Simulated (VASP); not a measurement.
Input of a VASP 6.6.1 run:

Contents of INCAR:

```
ALGO     = Normal         # electronic algorithm
EDIFF    = 1E-7           # SCF threshold, eV
EDIFFG   = -0.005         # ionic threshold
ENCUT    = 600            # plane-wave cutoff, eV
GGA      = PE             # functional
IBRION   = 2              # ionic algorithm
ISIF     = 3              # what is computed and relaxed
ISMEAR   = -1             # smearing method
LASPH    = True           # aspherical terms in the spheres
LCHARG   = False          # write CHGCAR
LREAL    = False          # projectors in reciprocal space
LWAVE    = False          # write WAVECAR
NELM     = 100            # most SCF steps
NSW      = 100            # ionic steps
PREC     = Accurate       # precision mode
SIGMA    = 0.05           # smearing width, eV
```

KPOINTS

```
k-points
0
Gamma
  11 11 11
```

The input POSCAR:

```
MgB
1.0
    2.9412494364      0.0000000000      0.0000000000
    0.0000000000      2.9412494364      0.0000000000
    0.0000000000      0.0000000000      2.9412494364
B Mg
1 1
Direct
    0.0000000000      0.0000000000      0.0000000000
    0.5000000000      0.5000000000      0.5000000000
```

Potentials or basis: VASP PAW PBE potentials, release 64 (B, Mg).

Launch:

```console
$ cat potpaw_PBE.64/B/POTCAR potpaw_PBE.64/Mg/POTCAR > POTCAR
$ mpirun -np 1 vasp_std > vasp.out
```

Q: What does it give for the relaxed volume?

A: 12.08 Å³/atom.

Q: Estimate the space group after relaxing (to 0.05 Å).

A: Pm-3m (No. 221).

Final structure:
```
B Mg
1.0
     2.89079    0.00000    0.00000
     0.00000    2.89079    0.00000
     0.00000    0.00000    2.89079
B Mg
1 1
Direct
  0.00000 0.00000 0.00000
  0.50000 0.50000 0.50000
```
